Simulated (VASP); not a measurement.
Input of a VASP 6.6.1 run:

The input INCAR:

```
SYSTEM = Al2Cu
ALGO = Normal
EDIFF = 1E-6
ENCUT = 520
GGA = PE
ISIF = 2
ISMEAR = 0
LASPH = .True.
LCHARG = .False.
LREAL = .False.
LWAVE = .False.
NBANDS = 16
NELM = 100
PREC = Accurate
SIGMA = 0.1
```

KPOINTS

```
k-points
0
Gamma
  6 6 4
  0 0 0
```

Contents of POSCAR:

```
Al2Cu
1.0
    2.8035667049      0.0000000000      0.0000000000
    0.0000000000      2.8052402266      0.0000000000
   -1.0754652780      0.0000000000      5.8148635224
Al Cu
2 1
Direct
    0.6280063018      0.5000000000      0.2900019965
    0.3719936982      0.5000000000      0.7099980035
    0.0000000000      0.0000000000      0.0000000000
```

Potentials or basis: VASP PAW PBE potentials, release 64 (Al, Cu).

Command:

```bash
$ cat potpaw_PBE.64/Al/POTCAR potpaw_PBE.64/Cu/POTCAR > POTCAR
$ mpirun -np 1 vasp_std > vasp.out
```

**Question.** Predict the pressure.

**Answer.** 0.4 GPa.

**Question.** Estimate the largest force.

**Answer.** 0.155 eV/Å.

Forces in eV/Å, atoms in the order of the input:
```
Al   0.008  0.000  0.155
Al  -0.008  0.000 -0.155
Cu   0.000  0.000  0.000
```

Caveat: the k points lie up to 0.38 Å⁻¹ apart, too coarse for converged energies and pressures of a metal.
